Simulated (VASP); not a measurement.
Here is a VASP 6.6.1 calculation.

The input INCAR:

```
PREC = Accurate
ENCUT = 520
EDIFF = 1E-6
ISMEAR = -1
SIGMA = 0.05
LREAL = F
LASPH = T
NELM = 100
ALGO = Normal
ISIF = 2
LWAVE = F
LCHARG = F
GGA = PE
NBANDS = 56
```

Contents of KPOINTS:

```
Automatic mesh
0
Gamma
  10 10 10
```

File POSCAR:

```
SiMo3
1.0
    4.9573889629      0.0000000000      0.0000000000
    0.0000000000      4.9573889629      0.0000000000
    0.0000000000      0.0000000000      4.9573889629
Si Mo
2 6
Direct
    0.0000000000      0.0000000000      0.0000000000
    0.5000000000      0.5000000000      0.5000000000
    0.2500000000      0.0000000000      0.5000000000
    0.5000000000      0.7500000000      0.0000000000
    0.7500000000      0.0000000000      0.5000000000
    0.5000000000      0.2500000000      0.0000000000
    0.0000000000      0.5000000000      0.7500000000
    0.0000000000      0.5000000000      0.2500000000
```

Potentials or basis: VASP PAW PBE potentials, release 64 (Si, Mo_sv).

Command:

```console
$ cat potpaw_PBE.64/Si/POTCAR potpaw_PBE.64/Mo_sv/POTCAR > POTCAR
$ mpirun -np 1 vasp_std > vasp.out
```

Estimate the pressure.

-6.9 GPa.

What does it give for the band gap on the k mesh?

Zero (bands 46 and 47 overlap by 2.37 eV).

Caveat: the cell stands under tension.
